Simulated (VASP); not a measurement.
Here is a VASP 6.6.1 calculation.

INCAR

```
PREC = Accurate
ENCUT = 520
EDIFF = 1E-7
ISMEAR = -1
SIGMA = 0.05
LREAL = Auto
LASPH = T
NELM = 150
ALGO = Normal
ISIF = 2
LWAVE = F
LCHARG = T
ISPIN = 2
MAGMOM = 0 0 0 0 0 0 0 0 0 0 0 0 0 0 0 0 1
LORBIT = 11
LELF = T
LVHAR = T
NBANDS = 53
```

KPOINTS

```
regular mesh
0
Gamma
  2 2 2
```

POSCAR

```
Mg8O9
1.0
    0.0000000000      3.8990000000      3.8990000000
    3.8990000000      0.0000000000      3.8990000000
    3.8990000000      3.8990000000      0.0000000000
Mg O
8 9
Direct
    0.0059630675      0.0587714799     -0.0269171582
    0.0585406514      0.0487432675      0.4686971018
    0.0384585791      0.5735444986     -0.0630546294
    0.0329443447      0.5591048987      0.4775198769
    0.5342267248      0.0473326494     -0.0448704796
    0.5002436522      0.0541805591      0.4675942549
    0.4960759169      0.5623493203     -0.0681713260
    0.5347396768      0.5444601180      0.4425878430
    0.2870607848      0.2789561426      0.1871120800
    0.2658886894      0.2974352398      0.7166965889
    0.2931905617      0.7705950244      0.2148884329
    0.2758912542      0.8210310336      0.6826109259
    0.8050269300      0.1668889459      0.3049756348
    0.7798153373      0.2761733778      0.7153116184
    0.7962041549      0.7830212875      0.2116440113
    0.7589894845      0.7994614004      0.6928699667
    0.7545652731      0.4397922544      1.1075275712
```

Potentials or basis: VASP PAW LDA potentials, release 64 (Mg, O).

Run with:

```console
$ cat potpaw_LDA.64/Mg/POTCAR potpaw_LDA.64/O/POTCAR > POTCAR
$ mpirun -np 1 vasp_std > vasp.out
```

Q: Estimate the largest force.

A: 4.415 eV/Å.

Q: What does it give for the band gap on the k mesh?

A: 5.56 eV.

Q: What does it give for the pressure?

A: 85.9 GPa.

Q: Estimate the net moment.

A: 0.00 μB per cell.

Stress tensor (GPa, compression positive):
```
70.48 -2.57  0.26
-2.57 95.12 -2.42
 0.26 -2.42 92.09
```

Caveat: the k points lie up to 0.70 Å⁻¹ apart.
